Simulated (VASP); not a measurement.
# BaS (P6_3/mmc) in VASP: settings compared, part 3 of 3

VASP 6.6.1. Earlier steps stand in the parts before.

**6. Single point, r2SCAN (uniaxial z strain +2.5%)**

Contents of POSCAR:

```
BaS
1.0
    5.3818557578      0.0000000000      0.0000000000
   -2.6909278789      4.6608238058      0.0000000000
    0.0000000000      0.0000000000      6.5429054766
Ba S
2 2
Direct
    0.3333333333      0.6666666667     -0.0625000000
    0.6666666667      0.3333333333      0.4375000000
    0.3333333333      0.6666666667      0.4375000000
    0.6666666667      0.3333333333      0.9375000000
```

Contents of INCAR.step1:

```
PREC = Accurate
ENCUT = 520
ISMEAR = 0
SIGMA = 0.01
LREAL = False
LASPH = True
NELM = 100
NBANDS = 24
GGA = PE
ALGO = Normal
EDIFF = 1E-4
LWAVE = True
LCHARG = False
```

Contents of INCAR.step2:

```
PREC = Accurate
ENCUT = 520
EDIFF = 1E-6
ISMEAR = 0
SIGMA = 0.01
LREAL = False
LASPH = True
NELM = 100
ALGO = Normal
ISIF = 2
LWAVE = False
LCHARG = True
METAGGA = R2SCAN
LMIXTAU = True
LELF = True
LVHAR = True
NBANDS = 24
ISTART = 1
```

Contents of KPOINTS:

```
regular mesh
0
Gamma
  6 6 4
```

Potentials or basis: VASP PAW PBE potentials, release 64 (Ba_sv, S).

Run with:

```console
$ cat potpaw_PBE.64/Ba_sv/POTCAR potpaw_PBE.64/S/POTCAR > POTCAR
$ cp INCAR.step1 INCAR
$ mpirun -np 1 vasp_std > vasp.out
$ cp INCAR.step2 INCAR
$ mpirun -np 1 vasp_std > vasp.out
```

OUTCAR:

```text
PREC = Accurate
   ENCUT = 520
   EDIFF = 1E-6
   ISMEAR = 0
   LREAL = False
   LASPH = True
   NELM = 100
   ISIF = 2
   METAGGA = R2SCAN
   ISTART = 1

 ion  position               nearest neighbor table
   1  0.333  0.667  0.938-   4 3.11   4 3.11   4 3.11   3 3.27   3 3.27   2 4.51   2 4.51   2 4.51
                             2 4.51   2 4.51   2 4.51
   2  0.667  0.333  0.438-   3 3.11   3 3.11   3 3.11   4 3.27   4 3.27   1 4.51   1 4.51   1 4.51
                             1 4.51   1 4.51   1 4.51
[... 767 lines left out ...]
  --------------------------------------------------------------------------------------
  -------------------------------------------------------------------------------------
  Total        0.0637826      0.0637826     -1.5267258      0.0000000      0.0000000      0.0000000
  in kB        0.6226550      0.6226550    -14.9041165      0.0000000      0.0000000      0.0000000
  external PRESSURE =      -4.5529355 kB  Pullay stress =       0.0000000 kB

 VOLUME and BASIS-vectors are now :
 -----------------------------------------------------------------------------
  energy-cutoff  :      520.00
  volume of cell :      164.12
      direct lattice vectors                 reciprocal lattice vectors
     5.381855758  0.000000000  0.000000000     0.185809513  0.107277173  0.000000000
    -2.690927879  4.660823806  0.000000000     0.000000000  0.214554345  0.000000000
     0.000000000  0.000000000  6.542905477     0.000000000  0.000000000  0.152837299

 POSITION                                       TOTAL-FORCE (eV/Angst)
 -----------------------------------------------------------------------------------
     -0.00000      3.10722      6.13397         0.000000     -0.000000      0.000000
      2.69093      1.55361      2.86252        -0.000000      0.000000      0.000000
     -0.00000      3.10722      2.86252         0.000000     -0.000000      0.000000
      2.69093      1.55361      6.13397        -0.000000      0.000000     -0.000000
 -----------------------------------------------------------------------------------
    total drift:                               -0.000000      0.000000     -0.000062

  FREE ENERGIE OF THE ION-ELECTRON SYSTEM (eV)
  ---------------------------------------------------
  free  energy   TOTEN  =       -77.8535870827 eV

  energy  without entropy=      -77.8535870827  energy(sigma->0) =      -77.85358708
```

OUTCAR.step1:

```text
PREC = Accurate
   ENCUT = 520
   ISMEAR = 0
   LREAL = False
   LASPH = True
[... 793 lines left out ...]
     -0.00000      3.10722      6.13397         0.000000     -0.000000     -0.000000
      2.69093      1.55361      2.86252        -0.000000      0.000000      0.000000
     -0.00000      3.10722      2.86252        -0.000000     -0.000000      0.000000
      2.69093      1.55361      6.13397        -0.000000      0.000000      0.000000
 -----------------------------------------------------------------------------------
    total drift:                               -0.000000      0.000000     -0.000016

  FREE ENERGIE OF THE ION-ELECTRON SYSTEM (eV)
  ---------------------------------------------------
  free  energy   TOTEN  =       -19.9748705009 eV

  energy  without entropy=      -19.9748705009  energy(sigma->0) =      -19.97487050
```

OSZICAR.step1:

```text
N       E                     dE             d eps       ncg     rms          rms(c)
DAV:   1     0.229011043471E+03    0.22901E+03   -0.13218E+04  1008   0.112E+03
DAV:   2    -0.258244793553E+01   -0.23159E+03   -0.21771E+03  1424   0.218E+02
DAV:   3    -0.209797413454E+02   -0.18397E+02   -0.18269E+02  1400   0.685E+01
DAV:   4    -0.216229534254E+02   -0.64321E+00   -0.64269E+00  1608   0.112E+01
DAV:   5    -0.216312355401E+02   -0.82821E-02   -0.82812E-02  1304   0.131E+00    0.676E+00
DAV:   6    -0.200137639527E+02    0.16175E+01   -0.33995E+00  1240   0.718E+00    0.463E+00
DAV:   7    -0.199448781770E+02    0.68886E-01   -0.97505E-01  1464   0.358E+00    0.325E+00
DAV:   8    -0.199473481067E+02   -0.24699E-02   -0.64057E-02  1280   0.124E+00    0.154E+00
DAV:   9    -0.199643848073E+02   -0.17037E-01   -0.33252E-02  1200   0.107E+00    0.353E-01
DAV:  10    -0.199710336546E+02   -0.66488E-02   -0.39013E-03  1320   0.277E-01    0.130E-01
DAV:  11    -0.199745574545E+02   -0.35238E-02   -0.44806E-03  1088   0.292E-01    0.584E-02
DAV:  12    -0.199747956566E+02   -0.23820E-03   -0.78159E-04  1208   0.971E-02    0.347E-02
DAV:  13    -0.199748705009E+02   -0.74844E-04   -0.12935E-04   960   0.527E-02
   1 F= -.19974871E+02 E0= -.19974871E+02  d E =-.104178E-50
```

It took 7.7 min on 1 thread of Oxide Virtual Turin-like, shared host; peak memory 0.3 GiB.

What came out:

- Free energy: -77.8536 eV
- Pressure: -0.5 GPa
- Band gap on the k mesh: 2.88 eV (least direct gap 2.97 eV)

Caveat: the cell differs from its parent crystal (uniaxial z strain +2.5%); the structure was generated, so it needn't be the stable form of BaS; the PAW data sets were made with another functional, which shifts forces and pressure a little; spin-orbit coupling is left out, which moves the levels of the heavy elements. A k mesh can miss the band edges.

**7. Overview**

| level | cell | smearing | gap on the mesh (eV) | pressure (GPa) |
| --- | --- | --- | --- | --- |
| PBE | a = 5.382, b = 5.382, c = 6.543 Å, angles 90.0, 90.0, 120.0°, 4 atoms | fermi-dirac 0.02 eV | 2.53 | -0.4 |
| PBE | a = 5.463, b = 5.463, c = 6.479 Å, angles 90.0, 90.0, 120.0°, 4 atoms | fermi-dirac 0.02 eV | 2.52 | -0.9 |
| r2SCAN | a = 5.355, b = 5.355, c = 6.393 Å, angles 90.0, 90.0, 120.0°, 4 atoms | gaussian 0.01 eV | 2.82 | 0.7 |
| r2SCAN | a = 5.382, b = 5.382, c = 6.383 Å, angles 90.0, 90.0, 120.0°, 4 atoms | gaussian 0.01 eV | 2.82 | 0.4 |
| r2SCAN | a = 5.382, b = 5.382, c = 6.543 Å, angles 90.0, 90.0, 120.0°, 4 atoms | gaussian 0.01 eV | 2.88 | -0.5 |

Alike in all rows: task single point; potentials or basis VASP PAW PBE potentials, release 64 (Ba_sv, S); no spin polarisation; k mesh 6 × 6 × 4; cutoff (eV) 520.

Caveats: the structure was generated, so it needn't be the stable form of BaS; spin-orbit coupling is left out, which moves the levels of the heavy elements; the PAW data sets were made with another functional, which shifts forces and pressure a little (at least some runs).

Total energies depend on the potentials used, so only differences within one code and one set of settings carry meaning.
